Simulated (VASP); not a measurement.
Here is a VASP 6.6.1 calculation.

INCAR

```
PREC     = Accurate       # precision mode
ENCUT    = 600            # plane-wave cutoff, eV
EDIFF    = 1E-6           # SCF threshold, eV
ISMEAR   = 0              # smearing method
SIGMA    = 0.02           # smearing width, eV
LREAL    = F              # projectors in reciprocal space
LASPH    = T              # aspherical terms in the spheres
NELM     = 120            # most SCF steps
ALGO     = Normal         # electronic algorithm
ISIF     = 2              # what is computed and relaxed
LWAVE    = F              # write WAVECAR
LCHARG   = F              # write CHGCAR
GGA      = PE             # functional
NBANDS   = 37             # bands
GGA_COMPAT= F
```

The input KPOINTS:

```
regular mesh
0
Gamma
  8 8 8
```

File POSCAR:

```
Cu2O
1.0
    4.2989503944      0.0000000000      0.0000000000
    0.0000000000      4.2989503944      0.0000000000
    0.0000000000      0.0000000000      4.2989503944
Cu O
4 2
Direct
    0.2500000000      0.2500000000      0.2500000000
    0.7500000000      0.7500000000      0.2500000000
    0.7500000000      0.2500000000      0.7500000000
    0.2500000000      0.7500000000      0.7500000000
    0.0000000000      0.0000000000      0.0000000000
    0.5000000000      0.5000000000      0.5000000000
```

Potentials or basis: VASP PAW PBE potentials, release 64 (Cu, O).

Launch:

```console
$ cat potpaw_PBE.64/Cu/POTCAR potpaw_PBE.64/O/POTCAR > POTCAR
$ mpirun -np 1 vasp_std > vasp.out
```

Task: What does it give for the band gap on the k mesh?

Result: 0.48 eV.

Task: What does it give for the pressure?

Result: 0.6 GPa.

A k mesh can miss the band edges.
